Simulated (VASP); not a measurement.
# Re (P6_3/mmc) in VASP: relaxation of cell and atoms with PBE

Aim: the relaxation of cell and atoms of Re with PBE.

Everything below comes from runs of VASP 6.6.1. Logs are shortened: lines on timing, memory, paths and dates and some standing lists are left out, and cuts for length are marked.

### 1 The cell of the first run

The structure is hexagonal, space group P6_3/mmc (No. 194). The conventional cell has a = 2.704 Å, b = 2.704 Å, c = 4.380 Å, α = 90.00°, β = 90.00°, γ = 120.00°. Re (site symmetry -6m2) has 12 Re at 2.69 to 2.70 Å within 3.5 Å.

### 2 Relaxation of cell and atoms, PBE

The input, INCAR:

```
PREC = Accurate
ENCUT = 600
EDIFF = 1E-6
ISMEAR = -1
SIGMA = 0.08
LREAL = F
LASPH = T
NELM = 60
ALGO = Normal
ISIF = 3
LWAVE = F
LCHARG = F
GGA = PE
IBRION = 2
NSW = 100
EDIFFG = -0.005
```

The input, KPOINTS:

```
Automatic mesh
0
Gamma
  14 14 8
```

The input, POSCAR:

```
Re
1.0
    2.7037219021      0.0000000000      0.0000000000
   -1.3518609510      2.3414918520      0.0000000000
    0.0000000000      0.0000000000      4.3800294813
Re
2
Direct
    0.3333333333      0.6666666667      0.2500000000
    0.6666666667      0.3333333333      0.7500000000
```

Potentials or basis: VASP PAW PBE potentials, release 64 (Re).

The run is started by

```
cat potpaw_PBE.64/Re/POTCAR > POTCAR
mpirun -np 1 vasp_std > vasp.out
```

OUTCAR:

```text
PREC = Accurate
   ENCUT = 600
   EDIFF = 1E-6
   ISMEAR = -1
   LREAL = F
   LASPH = T
   NELM = 60
   ISIF = 3
   GGA = PE
   IBRION = 2
   NSW = 100
   EDIFFG = -0.005

 ion  position               nearest neighbor table
   1  0.333  0.667  0.250-   2 2.69   2 2.69   2 2.69   2 2.69   2 2.69   2 2.69
   2  0.667  0.333  0.750-   1 2.69   1 2.69   1 2.69   1 2.69   1 2.69   1 2.69

  LATTYP: Found a hexagonal cell.
 ALAT       =     2.7037219021
 C/A-ratio  =     1.6200000000

  Lattice vectors:

 A1 = (   2.7037219021,   0.0000000000,   0.0000000000)
 A2 = (  -1.3518609510,   2.3414918520,   0.0000000000)
 A3 = (   0.0000000000,   0.0000000000,   4.3800294813)

Analysis of symmetry for initial positions (statically):
=====================================================================
 Subroutine PRICEL returns:
 Original cell was already a primitive cell.

 Routine SETGRP: Setting up the symmetry group for a
 hexagonal supercell.

 Subroutine GETGRP returns: Found 24 space group operations
 (whereof 12 operations were pure point group operations)
 out of a pool of 24 trial point group operations.

The static configuration has the point symmetry D_3d.
 The point group associated with its full space group is D_6h.

Analysis of symmetry for dynamics (positions and initial velocities):
=====================================================================
 Subroutine PRICEL returns:
 Original cell was already a primitive cell.

 Routine SETGRP: Setting up the symmetry group for a
 hexagonal supercell.

 Subroutine GETGRP returns: Found 24 space group operations
 (whereof 12 operations were pure point group operations)
 out of a pool of 24 trial point group operations.

The dynamic configuration has the point symmetry D_3d.
 The point group associated with its full space group is D_6h.

 Subroutine INISYM returns: Found 24 space group operations
 (whereof 12 operations are pure point group operations),
 and found     1 'primitive' translations

----------------------------------------------------------------------------------------

                                     Primitive cell

  volume of cell :      27.7288

  direct lattice vectors                    reciprocal lattice vectors
     2.703721902  0.000000000  0.000000000     0.369860524  0.213539073  0.000000000
    -1.351860951  2.341491852  0.000000000     0.000000000  0.427078146  0.000000000
     0.000000000  0.000000000  4.380029481     0.000000000  0.000000000  0.228308966

  length of vectors
     2.703721902  2.703721902  4.380029481     0.427078146  0.427078146  0.228308966

  position of ions in fractional coordinates (direct lattice)
     0.333333333  0.666666667  0.250000000
     0.666666667  0.333333333  0.750000000

  ion indices of the primitive-cell ions
   primitive index   ion index
                 1           1
                 2           2

----------------------------------------------------------------------------------------

 KPOINTS: Automatic mesh

Automatic generation of k-mesh.
 Grid dimensions read from file:
 generate k-points for:   14   14    8

 Generating k-lattice:

  Cartesian coordinates                     Fractional coordinates (reciprocal lattice)
     0.026418609  0.015252791  0.000000000     0.071428571  0.000000000  0.000000000
     0.000000000  0.030505582  0.000000000     0.000000000  0.071428571  0.000000000
     0.000000000  0.000000000  0.028538621     0.000000000  0.000000000  0.125000000

  Length of vectors
     0.030505582  0.030505582  0.028538621

  Shift w.r.t. Gamma in fractional coordinates (k-lattice)
     0.000000000  0.000000000  0.000000000

 Subroutine IBZKPT returns following result:
 ===========================================

 Found    120 irreducible k-points:

 Following reciprocal coordinates:
            Coordinates               Weight
  0.000000  0.000000  0.000000      1.000000
  0.071429  0.000000  0.000000      6.000000
  0.142857  0.000000  0.000000      6.000000
  0.214286  0.000000  0.000000      6.000000
  0.285714  0.000000  0.000000      6.000000
  0.357143  0.000000  0.000000      6.000000
[... 16 lines left out ...]
  0.285714  0.285714  0.000000      6.000000
  0.357143  0.285714  0.000000      6.000000
 [... further k-points ...]
   k-points           NKPTS =    120   k-points in BZ     NKDIM =    120   number of bands    NBANDS=     11
   number of dos      NEDOS =    301   number of ions     NIONS =      2
   total plane-waves  NPLWV =  20736
   dimension x,y,z NGX =    24 NGY =   24 NGZ =   36
   dimension x,y,z NGXF=    48 NGYF=   48 NGZF=   72
   ions per type =               2
   NGX,Y,Z   is equivalent  to a cutoff of  14.76, 14.76, 13.66 a.u.
   NGXF,Y,Z  is equivalent  to a cutoff of  29.51, 29.51, 27.33 a.u.
 SYSTEM =  unknown system
   PREC   = accura    normal or accurate (medium, high low for compatibility)
   ISTART =      0    job   : 0-new  1-cont  2-samecut
   ICHARG =      2    charge: 1-file 2-atom 10-const
   ISPIN  =      1    spin polarized calculation?
   LNONCOLLINEAR =      F non collinear calculations
   LSORBIT =      F    spin-orbit coupling
   LASPH  =      T    aspherical Exc in radial PAW
   ENCUT  =  600.0 eV  44.10 Ry    6.64 a.u.   5.40  5.40  8.75*2*pi/ulx,y,z
   NELM   =     60;   NELMIN=  2; NELMDL= -5     # of ELM steps
   EDIFF  = 0.1E-05   stopping-criterion for ELM
   LREAL  =      F    real-space projection
   EDIFFG = -.5E-02   stopping-criterion for IOM
   NSW    =    100    number of steps for IOM
   IBRION =      2    ionic relax: 0-MD 1-quasi-New 2-CG
   NFREE  =      1    steps in history (QN), initial steepest desc. (CG)
   ISIF   =      3    stress and relaxation
   ISYM   =      2    0-nonsym 1-usesym 2-fastsym
   POTIM  = 0.5000    time-step for ionic-motion
   TEBEG  =    0.0;   TEEND  =   0.0 temperature during run
   PSTRESS=    0.0 pullay stress
   NELECT =      14.0000    total number of electrons
   NUPDOWN=      -1.0000    fix difference up-down
   EMIN   =  10.00;   EMAX   =-10.00  energy-range for DOS
   EFERMI =   0.00;   METHOD = LEGACY
   ISMEAR =    -1;   SIGMA  =   0.08  broadening in eV -4-tet -1-fermi 0-gaus
   EFERMI_NEDOS =   21; number of points for ismear=-14 and -15
   IALGO  =     38    algorithm
   IMIX   =      4    mixing-type and parameters
     AMIX     =   0.40;   BMIX     =  1.00
     AMIX_MAG =   1.60;   BMIX_MAG =  1.00
  volume/ion in A,a.u.               =      13.86        93.56
  Fermi-wavevector in a.u.,A,eV,Ry     =   1.303588  2.463424 23.120939  1.699341
  Thomas-Fermi vector in A             =   2.434580
   LORBIT       =      0    0 simple, 1 ext, 2 COOP (PROOUT), +10 PAW based schemes
   GGA     = PE    functional components
   LHFCALC =     F    Hartree Fock is set to
   AEXX    =    0.0000 exact exchange contribution
   IVDW    =     0    specifies the selected vdW correction
   LEPSILON=     F    determine dielectric tensor
   LRPA    =     F    only Hartree local field effects (RPA)
 conjugate gradient relaxation of ions
 non-spin polarized calculation
  energy-cutoff  :      600.00
  volume of cell :       27.73
 maximum number of plane-waves:       966
 NGX is ok and might be reduce to    24
   NGX = 11   NGY = 11   NGZ = 17

--------------------------------------- Ionic step        1  -------------------------------------------

 number of electron      14.0000001 magnetization

 Free energy of the ion-electron system (eV)
  ---------------------------------------------------
  ext. energy  EPLUGINS =         0.00000000
  ---------------------------------------------------
  free energy    TOTEN  =       -24.66643490 eV

  energy without entropy =      -24.63548847  energy(sigma->0) =      -24.65096168

------------------------ aborting loop because EDIFF is reached ----------------------------------------

  FORCE on cell =-STRESS in cart. coord.  units (eV):
  Direction    XX          YY          ZZ          XY          YZ          ZX
  --------------------------------------------------------------------------------------
  -------------------------------------------------------------------------------------
  Total        5.7657351      5.7657351      5.5528927      0.0000000      0.0000000     -0.0000000
  in kB      333.1452003    333.1452003    320.8471335      0.0000000      0.0000000     -0.0000000
  external PRESSURE =     329.0458447 kB  Pullay stress =       0.0000000 kB

 VOLUME and BASIS-vectors are now :
 -----------------------------------------------------------------------------
  energy-cutoff  :      600.00
  volume of cell :       27.73
      direct lattice vectors                 reciprocal lattice vectors
     2.703721902  0.000000000  0.000000000     0.369860524  0.213539073  0.000000000
    -1.351860951  2.341491852  0.000000000     0.000000000  0.427078146  0.000000000
     0.000000000  0.000000000  4.380029481     0.000000000  0.000000000  0.228308966
[... 253 lines left out ...]
 POSITION                                       TOTAL-FORCE (eV/Angst)
 -----------------------------------------------------------------------------------
     -0.00000      1.60221      1.12106        -0.000000      0.000000      0.000000
      1.38756      0.80111      3.36319         0.000000     -0.000000      0.000000
 -----------------------------------------------------------------------------------
    total drift:                               -0.000000      0.000000     -0.000000

  FREE ENERGIE OF THE ION-ELECTRON SYSTEM (eV)
  ---------------------------------------------------
  free  energy   TOTEN  =       -24.8720569102 eV

  energy  without entropy=      -24.8384354942  energy(sigma->0) =      -24.85524620

--------------------------------------- Ionic step        9  -------------------------------------------

 number of electron      14.0000000 magnetization

 Free energy of the ion-electron system (eV)
  ---------------------------------------------------
  ext. energy  EPLUGINS =         0.00000000
  ---------------------------------------------------
  free energy    TOTEN  =       -24.87210478 eV

  energy without entropy =      -24.83854372  energy(sigma->0) =      -24.85532425

 E-fermi :   7.6858     XC(G=0): -13.6484

 val. band max:        7.6732335866   @ k =   0.2857   0.2857   0.5000
 cond. band min:       7.7045525272   @ k =   0.1429   0.1429   0.0000
 fundamental gap:      0.0313189406
 Fermi energy:         7.6857662802

 k-point     1 :       0.0000    0.0000    0.0000
  band No.  band energies     occupation
      1      -2.0617      2.00000
      2       1.1864      2.00000
      3       6.1506      2.00000
      4       6.1611      2.00000
      5       6.1611      2.00000
      6       6.9755      1.99972
      7       6.9755      1.99972
      8       7.8930      0.13954
      9       7.8930      0.13954
     10       8.2809      0.00118
     11      10.9948      0.00000

 k-point     2 :       0.0714    0.0000    0.0000
  band No.  band energies     occupation
      1      -1.8564      2.00000
      2       1.3793      2.00000
      3       5.6846      2.00000
      4       6.3488      2.00000
      5       6.5577      2.00000
      6       6.8348      1.99995
      7       7.1526      1.99745
      8       7.4057      1.94142
      9       7.7365      0.69303
     10       7.9053      0.12083
     11      11.0994      0.00000
[... 295 lines left out ...]
 k-point    24 :       0.3571    0.2857    0.0000
  band No.  band energies     occupation
      1       2.6112      2.00000
      2       3.5344      2.00000
      3       3.6846      2.00000
      4       4.4695      2.00000
      5       5.5036      2.00000
      6       5.7701      2.00000
      7       7.6058      1.46190
      8      10.4552      0.00000
      9      10.9467      0.00000
     10      11.1459      0.00000
     11      14.2184      0.00000

 [... further k-points ...]
[... 5 lines left out ...]
  --------------------------------------------------------------------------------------
  -------------------------------------------------------------------------------------
  Total        0.0000491      0.0000491      0.0016520      0.0000000     -0.0000000     -0.0000000
  in kB        0.0026359      0.0026359      0.0886048      0.0000000     -0.0000000     -0.0000000
  external PRESSURE =       0.0312922 kB  Pullay stress =       0.0000000 kB

 VOLUME and BASIS-vectors are now :
 -----------------------------------------------------------------------------
  energy-cutoff  :      600.00
  volume of cell :       29.87
      direct lattice vectors                 reciprocal lattice vectors
     2.773948992  0.000000000 -0.000000000     0.360496896  0.208132980  0.000000000
    -1.386974496  2.402310296 -0.000000000    -0.000000000  0.416265959  0.000000000
    -0.000000000 -0.000000000  4.482671459     0.000000000  0.000000000  0.223081261

 POSITION                                       TOTAL-FORCE (eV/Angst)
 -----------------------------------------------------------------------------------
     -0.00000      1.60154      1.12067         0.000000     -0.000000      0.000000
      1.38697      0.80077      3.36200        -0.000000      0.000000      0.000000
 -----------------------------------------------------------------------------------
    total drift:                               -0.000000      0.000000     -0.000000

  FREE ENERGIE OF THE ION-ELECTRON SYSTEM (eV)
  ---------------------------------------------------
  free  energy   TOTEN  =       -24.8721047787 eV

  energy  without entropy=      -24.8385437186  energy(sigma->0) =      -24.85532425

 reached required accuracy - stopping structural energy minimisation
```

Wall time 5.2 min (1 thread of AMD EPYC 7R43 (Zen 3), shared host); peak memory 0.16 GiB.

What came out:

```
Free energy                            : -24.8721 eV
Relaxed volume                         : 14.94 Å³/atom
Relaxed cell                           : a = 2.774 Å, b = 2.774 Å, c = 4.483 Å, α = 90.00°, β = 90.00°, γ = 120.00°
Space group after relaxing (to 0.05 Å) : P6_3/mmc (No. 194)
Energy gained by relaxing              : 102.8 meV/atom
Ionic steps                            : 9
Pressure after relaxing                : 0.0 GPa
Band gap on the k mesh                 : zero (band 7 reaches 9.23 eV, above the bottom of band 8 at 6.03 eV)
```

The path:
```tsv
step	energy change (eV)	largest force (eV/Å)	pressure (GPa)	volume (Å³)
1	0.0000	0.0000	32.90	27.73
2	2.3608	0.0000	-55.44	40.80
3	-0.2013	0.0000	-4.08	30.21
4	-0.2056	0.0000	-0.42	29.91
5	-0.2056	0.0000	0.11	29.86
6	-0.2056	0.0000	0.15	29.86
7	-0.2057	0.0000	0.14	29.86
8	-0.2056	0.0000	-0.39	29.91
9	-0.2057	0.0000	0.00	29.87
```

Final structure:
```
Re
1.0
     2.77395    0.00000    0.00000
    -1.38697    2.40231    0.00000
     0.00000    0.00000    4.48267
Re
2
Cartesian
  0.0000 1.6015 1.1207
  1.3870 0.8008 3.3620
```

Caveat: spin-orbit coupling is left out, which moves the levels of the heavy elements.
